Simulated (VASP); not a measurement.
# Ta2N (P-3m1) in VASP: single point with PBE

Aim: the single point of Ta2N with PBE.

Everything below comes from runs of VASP 6.6.1. Logs are shortened: lines on timing, memory, paths and dates and some standing lists are left out, and cuts for length are marked.

## (1) The cell of the first run

It takes space group P-3m1 (No. 164, trigonal). Conventional cell: a = 3.113 Å, b = 3.113 Å, c = 4.870 Å, α = 90.00°, β = 90.00°, γ = 120.00°. Ta (site symmetry 3m) has 3 N at 2.18 Å within 2.9 Å. Within 2.9 Å of N (site symmetry -3m) lie 6 Ta at 2.18 Å.

## (2) Single point, PBE

INCAR

```
ALGO     = Normal         # electronic algorithm
EDIFF    = 1E-6           # SCF threshold, eV
ENCUT    = 600            # plane-wave cutoff, eV
GGA      = PE             # functional
GGA_COMPAT= False        
ISIF     = 2              # what is computed and relaxed
ISMEAR   = -5             # smearing method
LASPH    = True           # aspherical terms in the spheres
LCHARG   = False          # write CHGCAR
LREAL    = False          # projectors in reciprocal space
LWAVE    = False          # write WAVECAR
NBANDS   = 20             # bands
NELM     = 120            # most SCF steps
PREC     = Accurate       # precision mode
SIGMA    = 0.1            # smearing width, eV
```

KPOINTS

```
k-points
0
Gamma
  6 6 4
```

POSCAR

```
Ta2N
1.0
    3.1128615060      0.0000000000      0.0000000000
   -1.5564307530      2.6958171426      0.0000000000
    0.0000000000      0.0000000000      4.8698410000
Ta N
2 1
Direct
    0.6666666667      0.3333333333      0.7452890000
    0.3333333333      0.6666666667      0.2547110000
    0.0000000000      0.0000000000      0.0000000000
```

Potentials or basis: VASP PAW PBE potentials, release 64 (Ta_pv, N).

Started as:

```sh
$ cat potpaw_PBE.64/Ta_pv/POTCAR potpaw_PBE.64/N/POTCAR > POTCAR
$ mpirun -np 1 vasp_std > vasp.out
```

OUTCAR:

```text
EDIFF = 1E-6
   ENCUT = 600
   GGA = PE
   ISIF = 2
   ISMEAR = -5
   LASPH = True
   LREAL = False
   NELM = 120
   PREC = Accurate

 ion  position               nearest neighbor table
   1  0.667  0.333  0.745-   3 2.18   3 2.18   3 2.18   2 2.99   2 2.99   2 2.99   2 3.06   2 3.06
                             2 3.06
   2  0.333  0.667  0.255-   3 2.18   3 2.18   3 2.18   1 2.99   1 2.99   1 2.99   1 3.06   1 3.06
                             1 3.06
   3  0.000  0.000  0.000-   1 2.18   2 2.18   2 2.18   1 2.18   1 2.18   2 2.18

  LATTYP: Found a hexagonal cell.
 ALAT       =     3.1128615060
 C/A-ratio  =     1.5644258476

  Lattice vectors:

 A1 = (   3.1128615060,   0.0000000000,   0.0000000000)
 A2 = (  -1.5564307530,   2.6958171426,   0.0000000000)
 A3 = (   0.0000000000,   0.0000000000,   4.8698410000)

Analysis of symmetry for initial positions (statically):
=====================================================================
 Subroutine PRICEL returns:
 Original cell was already a primitive cell.

 Routine SETGRP: Setting up the symmetry group for a
 hexagonal supercell.

 Subroutine GETGRP returns: Found 12 space group operations
 (whereof 12 operations were pure point group operations)
 out of a pool of 24 trial point group operations.

The static configuration has the point symmetry D_3d.

Analysis of symmetry for dynamics (positions and initial velocities):
=====================================================================
 Subroutine PRICEL returns:
 Original cell was already a primitive cell.

 Routine SETGRP: Setting up the symmetry group for a
 hexagonal supercell.

 Subroutine GETGRP returns: Found 12 space group operations
 (whereof 12 operations were pure point group operations)
 out of a pool of 24 trial point group operations.

The dynamic configuration has the point symmetry D_3d.

 Subroutine INISYM returns: Found 12 space group operations
 (whereof 12 operations are pure point group operations),
 and found     1 'primitive' translations

----------------------------------------------------------------------------------------

                                     Primitive cell

  volume of cell :      40.8663

  direct lattice vectors                    reciprocal lattice vectors
     3.112861506  0.000000000  0.000000000     0.321247829  0.185472520  0.000000000
    -1.556430753  2.695817143  0.000000000     0.000000000  0.370945041  0.000000000
     0.000000000  0.000000000  4.869841000     0.000000000  0.000000000  0.205345513

  length of vectors
     3.112861506  3.112861506  4.869841000     0.370945041  0.370945041  0.205345513

  position of ions in fractional coordinates (direct lattice)
     0.666666667  0.333333333  0.745289000
     0.333333333  0.666666667  0.254711000
     0.000000000  0.000000000  0.000000000

  ion indices of the primitive-cell ions
   primitive index   ion index
                 1           1
                 2           2
                 3           3

----------------------------------------------------------------------------------------

 KPOINTS: k-points

Automatic generation of k-mesh.
 Grid dimensions read from file:
 generate k-points for:    6    6    4

 Generating k-lattice:

  Cartesian coordinates                     Fractional coordinates (reciprocal lattice)
     0.053541305  0.030912087  0.000000000     0.166666667  0.000000000  0.000000000
     0.000000000  0.061824173  0.000000000     0.000000000  0.166666667  0.000000000
     0.000000000  0.000000000  0.051336378     0.000000000  0.000000000  0.250000000

  Length of vectors
     0.061824173  0.061824173  0.051336378

  Shift w.r.t. Gamma in fractional coordinates (k-lattice)
     0.000000000  0.000000000  0.000000000

 TETIRR: Found    182 inequivalent tetrahedra from      864

 Subroutine IBZKPT returns following result:
 ===========================================

 Found     24 irreducible k-points:

 Following reciprocal coordinates:
            Coordinates               Weight
  0.000000  0.000000  0.000000      1.000000
  0.166667  0.000000  0.000000      6.000000
  0.333333 -0.000000  0.000000      6.000000
  0.500000  0.000000  0.000000      3.000000
  0.166667  0.166667  0.000000      6.000000
  0.333333  0.166667  0.000000     12.000000
[... 16 lines left out ...]
  0.333333  0.166667  0.500000     12.000000
  0.333333  0.333333  0.500000      2.000000
   k-points           NKPTS =     24   k-points in BZ     NKDIM =     24   number of bands    NBANDS=     20
   number of dos      NEDOS =    301   number of ions     NIONS =      3
   total plane-waves  NPLWV =  31360
   dimension x,y,z NGX =    28 NGY =   28 NGZ =   40
   dimension x,y,z NGXF=    56 NGYF=   56 NGZF=   80
   ions per type =               2   1
   NGX,Y,Z   is equivalent  to a cutoff of  14.95, 14.95, 13.66 a.u.
   NGXF,Y,Z  is equivalent  to a cutoff of  29.91, 29.91, 27.31 a.u.
 SYSTEM =  unknown system
   PREC   = accura    normal or accurate (medium, high low for compatibility)
   ISTART =      0    job   : 0-new  1-cont  2-samecut
   ICHARG =      2    charge: 1-file 2-atom 10-const
   ISPIN  =      1    spin polarized calculation?
   LNONCOLLINEAR =      F non collinear calculations
   LSORBIT =      F    spin-orbit coupling
   LASPH  =      T    aspherical Exc in radial PAW
   ENCUT  =  600.0 eV  44.10 Ry    6.64 a.u.   6.22  6.22  9.73*2*pi/ulx,y,z
   NELM   =    120;   NELMIN=  2; NELMDL= -5     # of ELM steps
   EDIFF  = 0.1E-05   stopping-criterion for ELM
   LREAL  =      F    real-space projection
   EDIFFG = 0.1E-04   stopping-criterion for IOM
   NSW    =      0    number of steps for IOM
   IBRION =     -1    ionic relax: 0-MD 1-quasi-New 2-CG
   NFREE  =      0    steps in history (QN), initial steepest desc. (CG)
   ISIF   =      2    stress and relaxation
   ISYM   =      2    0-nonsym 1-usesym 2-fastsym
   POTIM  = 0.5000    time-step for ionic-motion
   TEBEG  =    0.0;   TEEND  =   0.0 temperature during run
   PSTRESS=    0.0 pullay stress
   NELECT =      27.0000    total number of electrons
   NUPDOWN=      -1.0000    fix difference up-down
   EMIN   =  10.00;   EMAX   =-10.00  energy-range for DOS
   EFERMI =   0.00;   METHOD = LEGACY
   ISMEAR =    -5;   SIGMA  =   0.10  broadening in eV -4-tet -1-fermi 0-gaus
   EFERMI_NEDOS =   21; number of points for ismear=-14 and -15
   IALGO  =     38    algorithm
   IMIX   =      4    mixing-type and parameters
     AMIX     =   0.40;   BMIX     =  1.00
     AMIX_MAG =   1.60;   BMIX_MAG =  1.00
  volume/ion in A,a.u.               =      13.62        91.93
  Fermi-wavevector in a.u.,A,eV,Ry     =   1.425852  2.694469 27.661374  2.033054
  Thomas-Fermi vector in A             =   2.546192
   LORBIT       =      0    0 simple, 1 ext, 2 COOP (PROOUT), +10 PAW based schemes
   GGA     = PE    functional components
   LHFCALC =     F    Hartree Fock is set to
   AEXX    =    0.0000 exact exchange contribution
   IVDW    =     0    specifies the selected vdW correction
   LEPSILON=     F    determine dielectric tensor
   LRPA    =     F    only Hartree local field effects (RPA)
 non-spin polarized calculation
 Fermi weights with tetrahedron method with Bloechl corrections
  energy-cutoff  :      600.00
  volume of cell :       40.87
 maximum number of plane-waves:      1387
 NGX is ok and might be reduce to    28
   NGX = 13   NGY = 13   NGZ = 19

 number of electron      26.9999997 magnetization

 Free energy of the ion-electron system (eV)
  ---------------------------------------------------
  ext. energy  EPLUGINS =         0.00000000
  ---------------------------------------------------
  free energy    TOTEN  =       -34.38084824 eV

  energy without entropy =      -34.38084824  energy(sigma->0) =      -34.38084824

 E-fermi :   7.5425     XC(G=0): -12.8464

 val. band max:        7.6342579548   @ k =   0.0000   0.3333   0.2500
 cond. band min:       7.6919848711   @ k =   0.1667   0.1667   0.0000
 fundamental gap:      0.0577269162
 Fermi energy:         7.5425277053

 k-point     1 :       0.0000    0.0000    0.0000
  band No.  band energies     occupation
      1     -28.2310      2.00000
      2     -27.4991      2.00000
      3     -27.4991      2.00000
      4     -27.3737      2.00000
      5     -27.3737      2.00000
      6     -27.2774      2.00000
[... 12 lines left out ...]
     19       8.6267      0.00000
     20      12.3843      0.00000

 k-point     2 :       0.1667    0.0000    0.0000
  band No.  band energies     occupation
      1     -28.1520      2.00000
      2     -27.6515      2.00000
      3     -27.5521      2.00000
      4     -27.5227      2.00000
      5     -27.3877      2.00000
      6     -27.3098      2.00000
[... 12 lines left out ...]
     19      10.4265      0.00000
     20      12.1396      0.00000

 k-point     3 :       0.3333   -0.0000    0.0000
  band No.  band energies     occupation
      1     -27.9889      2.00000
      2     -27.9292      2.00000
      3     -27.7923      2.00000
      4     -27.6471      2.00000
      5     -27.4254      2.00000
      6     -27.4105      2.00000
[... 12 lines left out ...]
     19      11.5880      0.00000
     20      12.8260      0.00000

 k-point     4 :       0.5000    0.0000    0.0000
  band No.  band energies     occupation
      1     -28.1169      2.00000
      2     -27.9182      2.00000
      3     -27.8087      2.00000
      4     -27.6915      2.00000
      5     -27.5082      2.00000
      6     -27.4466      2.00000
[... 12 lines left out ...]
     19      11.7061      0.00000
     20      11.8830      0.00000

 k-point     5 :       0.1667    0.1667    0.0000
  band No.  band energies     occupation
      1     -28.0171      2.00000
      2     -27.8096      2.00000
      3     -27.7963      2.00000
      4     -27.5793      2.00000
      5     -27.4646      2.00000
      6     -27.3776      2.00000
[... 12 lines left out ...]
     19      11.9287      0.00000
     20      12.1827      0.00000

 k-point     6 :       0.3333    0.1667    0.0000
  band No.  band energies     occupation
      1     -28.0469      2.00000
      2     -27.8753      2.00000
      3     -27.8116      2.00000
      4     -27.7261      2.00000
      5     -27.5366      2.00000
      6     -27.5032      2.00000
[... 12 lines left out ...]
     19      12.2026      0.00000
     20      12.7643      0.00000

 k-point     7 :       0.3333    0.3333    0.0000
  band No.  band energies     occupation
      1     -28.0374      2.00000
      2     -27.8186      2.00000
      3     -27.8186      2.00000
      4     -27.6893      2.00000
      5     -27.6464      2.00000
      6     -27.6464      2.00000
[... 12 lines left out ...]
     19      11.2061      0.00000
     20      14.5660      0.00000
[... 277 lines left out ...]
 k-point    20 :       0.3333   -0.0000    0.5000
  band No.  band energies     occupation
      1     -28.0715      2.00000
      2     -27.9987      2.00000
      3     -27.5431      2.00000
      4     -27.5346      2.00000
      5     -27.5316      2.00000
      6     -27.5123      2.00000
[... 12 lines left out ...]
     19      11.5516      0.00000
     20      13.2293      0.00000

 k-point    21 :       0.5000    0.0000    0.5000
  band No.  band energies     occupation
      1     -28.1789      2.00000
      2     -28.1319      2.00000
      3     -27.5741      2.00000
      4     -27.5669      2.00000
      5     -27.5201      2.00000
      6     -27.5054      2.00000
[... 12 lines left out ...]
     19      11.8635      0.00000
     20      13.8617      0.00000

 k-point    22 :       0.1667    0.1667    0.5000
  band No.  band energies     occupation
      1     -27.9960      2.00000
      2     -27.9130      2.00000
      3     -27.5950      2.00000
      4     -27.5849      2.00000
      5     -27.4874      2.00000
      6     -27.4730      2.00000
[... 12 lines left out ...]
     19      11.3622      0.00000
     20      11.6846      0.00000

 k-point    23 :       0.3333    0.1667    0.5000
  band No.  band energies     occupation
      1     -28.1076      2.00000
      2     -28.0616      2.00000
      3     -27.7037      2.00000
      4     -27.6950      2.00000
      5     -27.4628      2.00000
      6     -27.4570      2.00000
[... 12 lines left out ...]
     19      11.9530      0.00000
     20      13.1270      0.00000

 k-point    24 :       0.3333    0.3333    0.5000
  band No.  band energies     occupation
      1     -28.0183      2.00000
      2     -28.0183      2.00000
      3     -27.8911      2.00000
      4     -27.8418      2.00000
      5     -27.4355      2.00000
      6     -27.4355      2.00000
[... 12 lines left out ...]
     19      12.9291      0.00000
     20      13.0038      0.00000

------------------------ aborting loop because EDIFF is reached ----------------------------------------

  FORCE on cell =-STRESS in cart. coord.  units (eV):
  Direction    XX          YY          ZZ          XY          YZ          ZX
  --------------------------------------------------------------------------------------
  -------------------------------------------------------------------------------------
  Total       -0.0235043     -0.0235043     -0.6212390      0.0000000     -0.0000000      0.0000000
  in kB       -0.9214936     -0.9214936    -24.3559058      0.0000000     -0.0000000      0.0000000
  external PRESSURE =      -8.7329643 kB  Pullay stress =       0.0000000 kB

 VOLUME and BASIS-vectors are now :
 -----------------------------------------------------------------------------
  energy-cutoff  :      600.00
  volume of cell :       40.87
      direct lattice vectors                 reciprocal lattice vectors
     3.112861506  0.000000000  0.000000000     0.321247829  0.185472520  0.000000000
    -1.556430753  2.695817143  0.000000000     0.000000000  0.370945041  0.000000000
     0.000000000  0.000000000  4.869841000     0.000000000  0.000000000  0.205345513

 POSITION                                       TOTAL-FORCE (eV/Angst)
 -----------------------------------------------------------------------------------
      1.55643      0.89861      3.62944        -0.000000      0.000000      0.140997
     -0.00000      1.79721      1.24040         0.000000     -0.000000     -0.140997
      0.00000      0.00000      0.00000         0.000000      0.000000      0.000000
 -----------------------------------------------------------------------------------
    total drift:                                0.000000     -0.000000     -0.000000

  FREE ENERGIE OF THE ION-ELECTRON SYSTEM (eV)
  ---------------------------------------------------
  free  energy   TOTEN  =       -34.3808482352 eV

  energy  without entropy=      -34.3808482352  energy(sigma->0) =      -34.38084824
```

Wall time 46 s (1 thread of AMD EPYC 7R43 (Zen 3), shared host); peak memory 0.16 GiB.

What came out:

| Item | Value |
| --- | --- |
| Free energy | -34.3808 eV |
| Pressure | -0.9 GPa |
| Largest force | 0.141 eV/Å |

Forces in eV/Å, atoms in the order of the input:
```
Ta   0.000  0.000  0.141
Ta   0.000  0.000 -0.141
N    0.000  0.000  0.000
```

Stress tensor (GPa, compression positive):
```
-0.09  0.00  0.00
 0.00 -0.09  0.00
 0.00  0.00 -2.44
```

Levels at points of the mesh, in eV from the Fermi level:
```
           k point  band 11  band 12  band 13  band 14  band 15  band 16
(0.00, 0.00, 0.00)    -5.04    -0.73    -0.30    -0.30     0.19     0.20
(0.50, 0.00, 0.00)    -4.60    -2.69    -1.46     1.69     1.80     3.61
(0.00, 0.00, 0.50)    -2.93    -2.73    -1.18    -1.18     1.69     1.81
(0.50, 0.00, 0.50)    -3.35    -2.24    -2.20    -0.35     0.64     3.20
```

Caveat: the k points lie up to 0.39 Å⁻¹ apart; spin-orbit coupling is left out, which moves the levels of the heavy elements; tetrahedron occupations give inexact forces and stress in metals.
